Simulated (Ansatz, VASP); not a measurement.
AlIn2Sb3 in VASP and in Ansatz

```
Al In Sb
1.0
     4.59166    0.00000    0.00000
    -2.29583    3.97649    0.00000
     0.00000    0.00000   11.26543
Al In Sb
1 2 3
Direct
  0.33333 0.66667 0.66704
  0.00000 0.00000 0.99411
  0.66667 0.33333 0.33790
  0.00000 0.00000 0.73884
  0.33333 0.66667 0.42796
  0.66667 0.33333 0.08414
```

Alike in both runs: functional PBE; k mesh 12 × 12 × 4; occupations gaussian, width 0.1 eV; no spin polarisation.

Ansatz relaxed the structure, and its values are those at the end. VASP's run is a single point on that final structure, the one shown.

|  | VASP | Ansatz |
| --- | --- | --- |
| version | VASP 6.6.1 | Ansatz 0.2.0 |
| potentials or method | VASP PAW PBE potentials, release 64 (Al, In_d, Sb), cutoff 520 eV | scalar-relativistic, plane waves, PAW |
| valence electrons in the cell | 44 | 74 |

|  | VASP | Ansatz | Ansatz less VASP |
| --- | --- | --- | --- |
| gap on the k mesh at the Fermi level (eV) | none | none | - |
| pressure (GPa) | 0.0 | 0.0 | -0.02 |
| rms of the force components (eV/Å) | 0.004 | 0.001 | -0.0034 |

A gap of «none» marks a metal or a gap that the smearing closes. The functional is the same, so the differences come from potentials, cutoffs and numerics. VASP's potentials hold 44 valence electrons a cell and Ansatz's 74, so a difference there can come from the potentials and not from the codes.

Neither program's run includes spin-orbit coupling.
